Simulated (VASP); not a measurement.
Here is a VASP 6.6.1 calculation.

The input INCAR:

```
SYSTEM = AlN
PREC = Accurate
ENCUT = 520
EDIFF = 1E-6
ISMEAR = 0
SIGMA = 0.05
LREAL = .False.
LASPH = .True.
NELM = 60
ALGO = Normal
ISIF = 2
LWAVE = .False.
LCHARG = .False.
GGA = PE
NBANDS = 16
```

KPOINTS

```
regular mesh
0
Gamma
  12 12 4
  0 0 0
```

The input POSCAR:

```
AlN
1.0
    3.1302395626      0.0000000000      0.0000000000
   -1.5651197813      2.7108669811      0.0000000000
    0.0000000000      0.0000000000      5.0179796547
Al N
2 2
Direct
    0.3333333333      0.6666666667      0.0017287175
    0.6666666667      0.3333333333      0.5017287175
    0.3333333333      0.6666666667      0.3832712825
    0.6666666667      0.3333333333      0.8832712825
```

Potentials or basis: VASP PAW PBE potentials, release 64 (Al, N).

Launch:

```console
$ cat potpaw_PBE.64/Al/POTCAR potpaw_PBE.64/N/POTCAR > POTCAR
$ mpirun -np 1 vasp_std > vasp.out
```

Task: Predict the pressure.

Result: -0.3 GPa.

Task: Estimate the band gap on the k mesh.

Result: 4.04 eV, direct.

**Experimental background.**

From “Self-assembly of well-separated AlN nanowires directly on sputtered metallic TiN films”, 2019, arxiv:1910.07391, for a bulk crystal of AlN at 10 K: band gap 6.034 eV (an exciton energy, a little under the gap).

Against the measured gap of AlN, 6.034 eV (an exciton energy, a little under the gap; 10 K; quoted in “Self-assembly of well-separated AlN nanowires directly on sputtered metallic TiN films”, 2019, arxiv:1910.07391), the calculated 4.04 eV is off by -1.99 eV. 2 values of this kind are on record (6.034 to 6.0343 eV); this one was drawn at random. The value is that of PBE on a finite k mesh, which can miss the band edges, without temperature or zero-point motion. Semilocal functionals fall short of measured gaps as a rule.
